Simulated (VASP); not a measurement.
# GaSi62 (a cell with a defect) in VASP: further runs, part 2 of 2

VASP 6.6.1. Earlier steps stand in the parts before.

## Step 4: Single point, PBE

INCAR reads:

```
SYSTEM = GaSi62
ALGO = Normal
EDIFF = 1E-6
ENCUT = 520
GGA = PE
ISIF = 2
ISMEAR = -1
LASPH = .TRUE.
LCHARG = .TRUE.
LELF = .TRUE.
LREAL = Auto
LVHAR = .TRUE.
LWAVE = .FALSE.
NBANDS = 168
NELECT = 260.0
NELM = 60
PREC = Accurate
SIGMA = 0.02
```

KPOINTS reads:

```
k-points
0
G
  1 1 1
  0 0 0
```

POSCAR reads:

```
GaSi62
1.0
   10.8600000000      0.0000000000      0.0000000000
    0.0000000000     10.8600000000      0.0000000000
    0.0000000000      0.0000000000     10.8600000000
Si Ga
62 1
Direct
    0.5070615101      0.0068987109     -0.0049709945
    0.8678141805      0.3676532228      0.1257290055
    0.7552624309      0.0069050645      0.2432243094
    0.8766021179      0.1245482505      0.3765719153
   -0.0008520258     -0.0004049724      0.0015242173
    0.1253087477      0.1247131676      0.1254107735
    0.2497911602      0.2496144567      0.0005045120
    0.3737092081      0.3764409761      0.1255701657
    0.4997390424      0.4990042357      0.0015278085
    0.6248764273      0.6251464088      0.1254102210
    0.7497840700      0.7496213628      0.0005046041
    0.8765918969      0.8735602210      0.1255704420
    0.2527653775      0.0010351750      0.2491023020
    0.3809788214      0.1271851750      0.3693045120
    0.5070580110      0.2551207182      0.2432254144
    0.6247169429      0.3764344383      0.3765769797
    0.7487565378      0.4990014733      0.2505467772
    0.8772182320      0.6245931860      0.3753695212
    0.5011838858      0.0010400552      0.4975178637
    0.6248758748      0.1247124309      0.6249790055
    0.7497852670      0.2496151934      0.5004983425
    0.8737226519      0.3735745856      0.6271720994
    0.7487593923     -0.0004093923      0.7511362799
    0.8677654696      0.1244483425      0.8825151934
   -0.0053163904      0.4945206262      0.0018084715
    0.1242858195      0.6241455801      0.1254172192
    0.2512010129      0.7510631676      0.0006717311
    0.3809842541      0.8808290055      0.1229664825
   -0.0008354512      0.2485984346      0.2505455801
    0.1247350829      0.3770798343      0.3753633517
    0.2496182320      0.5013105893      0.2512827808
    0.3760690608      0.6273865562      0.3742249540
    0.5011932781      0.7526047882      0.2490972376
    0.6273250460      0.8808329650      0.3693020258
    0.0014667587     -0.0011559853      0.5006751381
    0.1242818600      0.1247326888      0.6260046961
    0.2512008287      0.2494801105      0.4990843462
    0.3749236648      0.3770746777      0.6255549724
    0.4990065378      0.5013034070      0.5006731123
    0.6248686924      0.6241423573      0.6260038674
    0.7496154696      0.7510616022      0.4990869245
    0.8772287293      0.8747686004      0.6255568140
    0.2496147330     -0.0011506446      0.7488204420
    0.3737197053      0.1245467772      0.8736896869
    0.4997444751      0.2485989871      0.7511258748
    0.6245665746      0.3676416206      0.8824854512
    0.7484814917      0.4945201657      0.7556084715
    0.8737313996      0.6229449355      0.8765593002
    0.0014568140      0.7494734807      0.2512911602
    0.1275526703      0.8759058011      0.3742313076
   -0.0010933702      0.4987631676      0.5023379374
    0.1249615101      0.6248018416      0.6253267956
    0.2499996317      0.7498327808      0.5002887661
    0.3760556169      0.8759103131      0.6227321363
   -0.0053364641      0.2483398711      0.7556208103
    0.1231136280      0.3735690608      0.8765650092
    0.2479448435      0.4987580110      0.7513799263
    0.3749142726      0.6245924494      0.8730641805
    0.4989927256      0.7494730203      0.7488278085
    0.6247145488      0.8735553407      0.8736962247
   -0.0010861878      0.7477872928      0.7513757827
    0.1247321363      0.8747729282      0.8730590239
    0.6547912523      0.1546351750      0.0954930018
```

Potentials or basis: VASP PAW PBE potentials, release 64 (Si, Ga_d).

On the command line:

```console
$ cat potpaw_PBE.64/Si/POTCAR potpaw_PBE.64/Ga_d/POTCAR > POTCAR
$ mpirun -np 1 vasp_gam > vasp.out
```

OUTCAR:

```text
SYSTEM = GaSi62
   EDIFF = 1E-6
   ENCUT = 520
   GGA = PE
   ISIF = 2
   ISMEAR = -1
   LASPH = .TRUE.
   LREAL = Auto
   NELECT = 260.0
   NELM = 60
   PREC = Accurate

 ion  position               nearest neighbor table
   1  0.507  0.007  0.995-  44 2.34  60 2.34  28 2.38  63 2.52
   2  0.868  0.368  0.126-  29 2.35  17 2.35  25 2.37
   3  0.755  0.007  0.243-  12 2.34   4 2.34  34 2.38  63 2.52
   4  0.877  0.125  0.377-  29 2.34   3 2.34  35 2.35  21 2.36
   5  0.999  1.000  0.002-  12 2.34   6 2.35  24 2.35  62 2.38
   6  0.125  0.125  0.125-   7 2.35  13 2.35  29 2.35   5 2.35
   7  0.250  0.250  0.001-   6 2.35  56 2.35   8 2.36  44 2.36
   8  0.374  0.376  0.126-   9 2.34  15 2.34  31 2.35   7 2.36
[... 41 lines left out ...]
  50  0.128  0.876  0.374-  53 2.35  13 2.35  35 2.35  49 2.35
  51  0.999  0.499  0.502-  30 2.35  18 2.35  52 2.35  22 2.35
  52  0.125  0.625  0.625-  57 2.35  53 2.35  61 2.35  51 2.35
[... 8 lines left out ...]
  61  0.999  0.748  0.751-  42 2.35  62 2.35  52 2.35  48 2.35
  62  0.125  0.875  0.873-  43 2.34  61 2.35  27 2.37   5 2.38
  63  0.655  0.155  0.095-   1 2.52   3 2.52  15 2.52

  LATTYP: Found a simple cubic cell.
[... 286 lines left out ...]

 k-point     1 :       0.0000    0.0000    0.0000
  band No.  band energies     occupation
      1      -8.8942      2.00000
      2      -8.8942      2.00000
      3      -8.8702      2.00000
      4      -8.8233      2.00000
      5      -8.8233      2.00000
      6      -6.1997      2.00000
[... 134 lines left out ...]
    141       6.9013      0.00000
    142       6.9258      0.00000
 [bands above 142 left out]

------------------------ aborting loop because EDIFF is reached ----------------------------------------

  FORCE on cell =-STRESS in cart. coord.  units (eV):
  Direction    XX          YY          ZZ          XY          YZ          ZX
  --------------------------------------------------------------------------------------
  -------------------------------------------------------------------------------------
  Total        4.0771314      4.0856011      4.0877739     -2.0272108      2.0258045      2.0338727
  in kB        5.1000662      5.1106609      5.1133789     -2.5358293      2.5340701      2.5441627
  external PRESSURE =       5.1080353 kB  Pullay stress =       0.0000000 kB

 VOLUME and BASIS-vectors are now :
 -----------------------------------------------------------------------------
  energy-cutoff  :      520.00
  volume of cell :     1280.82
      direct lattice vectors                 reciprocal lattice vectors
    10.860000000  0.000000000  0.000000000     0.092081031  0.000000000  0.000000000
     0.000000000 10.860000000  0.000000000     0.000000000  0.092081031  0.000000000
     0.000000000  0.000000000 10.860000000     0.000000000  0.000000000  0.092081031

 POSITION                                       TOTAL-FORCE (eV/Angst)
 -----------------------------------------------------------------------------------
      5.50669      0.07492     10.80601        -0.025470     -0.024081     -0.012363
      9.42446      3.99271      1.36542         0.013684      0.013896      0.002311
      8.20215      0.07499      2.64142         0.012162     -0.024231      0.024011
      9.51990      1.35259      4.08957         0.003829     -0.000896      0.000282
     10.85075     10.85560      0.01655        -0.001956      0.006085     -0.001614
      1.36085      1.35439      1.36196         0.000387      0.002834     -0.002763
[... 55 lines left out ...]
      1.35459      9.50003      9.48142         0.000967      0.004243      0.004319
      7.11103      1.67934      1.03705        -0.074235     -0.074665      0.075655
 -----------------------------------------------------------------------------------
    total drift:                               -0.015721     -0.011666      0.004740

  FREE ENERGIE OF THE ION-ELECTRON SYSTEM (eV)
  ---------------------------------------------------
  free  energy   TOTEN  =      -336.3646099767 eV

  energy  without entropy=     -336.3646099726  energy(sigma->0) =     -336.36460997
```

OSZICAR:

```text
N       E                     dE             d eps       ncg     rms          rms(c)
DAV:   1     0.148665803422E+04    0.14867E+04   -0.11168E+05   336   0.141E+03
DAV:   2    -0.127519971884E+03   -0.16142E+04   -0.15075E+04   448   0.251E+02
DAV:   3    -0.332126987792E+03   -0.20461E+03   -0.19443E+03   408   0.891E+01
DAV:   4    -0.342131650635E+03   -0.10005E+02   -0.99221E+01   448   0.226E+01
DAV:   5    -0.342378762147E+03   -0.24711E+00   -0.24630E+00   432   0.353E+00    0.273E+01
DAV:   6    -0.338026299502E+03    0.43525E+01   -0.43700E+00   400   0.399E+00    0.165E+01
DAV:   7    -0.336297122505E+03    0.17292E+01   -0.48345E+00   376   0.376E+00    0.221E+00
DAV:   8    -0.336347398166E+03   -0.50276E-01   -0.37451E-01   456   0.139E+00    0.883E-01
DAV:   9    -0.336354488920E+03   -0.70908E-02   -0.36801E-02   384   0.410E-01    0.488E-01
DAV:  10    -0.336362390441E+03   -0.79015E-02   -0.18273E-02   392   0.259E-01    0.222E-01
DAV:  11    -0.336364112273E+03   -0.17218E-02   -0.21462E-03   392   0.949E-02    0.111E-01
DAV:  12    -0.336364525631E+03   -0.41336E-03   -0.47759E-04   360   0.503E-02    0.427E-02
DAV:  13    -0.336364607579E+03   -0.81948E-04   -0.16860E-04   384   0.270E-02    0.130E-02
DAV:  14    -0.336364609003E+03   -0.14235E-05   -0.58556E-06   408   0.625E-03    0.924E-03
DAV:  15    -0.336364609977E+03   -0.97383E-06   -0.44392E-06   368   0.462E-03
   1 F= -.33636461E+03 E0= -.33636461E+03  d E =-.405271E-08
```

It took 3.6 min on 1 thread of Intel Xeon 6975P-C (Granite Rapids), shared host; peak memory 0.98 GiB.

What came out:

| Quantity | Value |
| --- | --- |
| Free energy | -336.3646 eV |
| Largest force | 0.130 eV/Å |

Forces on the atoms (eV/Å):
```
Si  -0.025 -0.024 -0.012
Si   0.014  0.014  0.002
Si   0.012 -0.024  0.024
Si   0.004 -0.001  0.000
Si  -0.002  0.006 -0.002
Si   0.000  0.003 -0.003
Si   0.001 -0.002  0.003
Si   0.000  0.004  0.001
Si   0.006 -0.001 -0.002
Si   0.002  0.001 -0.004
Si  -0.002  0.000  0.003
Si   0.004  0.000  0.001
Si   0.001  0.002 -0.003
Si   0.002 -0.012 -0.004
Si  -0.024  0.012  0.025
Si   0.000  0.004  0.001
Si   0.002 -0.002 -0.004
Si  -0.004  0.000 -0.004
Si   0.003  0.002 -0.002
Si   0.002  0.004 -0.002
Si  -0.002 -0.002  0.000
Si   0.000  0.000 -0.005
Si   0.001  0.005  0.002
Si   0.015 -0.003 -0.014
Si   0.006  0.006 -0.008
Si   0.000  0.000  0.003
Si   0.000  0.000 -0.004
Si   0.001  0.002  0.011
Si  -0.002  0.002 -0.004
Si   0.001 -0.004 -0.003
Si   0.003  0.000 -0.008
Si   0.002  0.000 -0.002
Si   0.002  0.002 -0.003
Si  -0.011  0.001 -0.002
Si   0.000  0.008 -0.003
Si   0.000 -0.002  0.001
Si   0.000  0.002  0.000
Si   0.003 -0.003 -0.001
Si   0.007  0.000 -0.003
Si  -0.001 -0.001  0.001
Si   0.002  0.000  0.000
Si  -0.004  0.004 -0.001
Si   0.002  0.007 -0.001
Si   0.000 -0.001 -0.003
Si   0.005  0.001  0.001
Si  -0.002  0.015 -0.014
Si   0.009  0.006 -0.006
Si   0.001  0.005  0.000
Si   0.000  0.002 -0.008
Si  -0.001  0.002 -0.003
Si   0.002  0.002 -0.007
Si   0.000  0.001 -0.002
Si   0.004  0.001  0.002
Si   0.002  0.002  0.000
Si   0.007  0.007 -0.006
Si   0.004  0.001  0.000
Si   0.008  0.003 -0.002
Si   0.004  0.001  0.004
Si   0.007  0.002 -0.001
Si   0.000  0.000 -0.004
Si   0.003  0.008 -0.002
Si   0.001  0.004  0.004
Ga  -0.074 -0.075  0.076
```

Caveat: the k points lie up to 0.58 Å⁻¹ apart; the cell carries a net charge on a neutralising background, which shifts energy and pressure; the cell is charged against a uniform background, so pressure and absolute levels hang on convention.
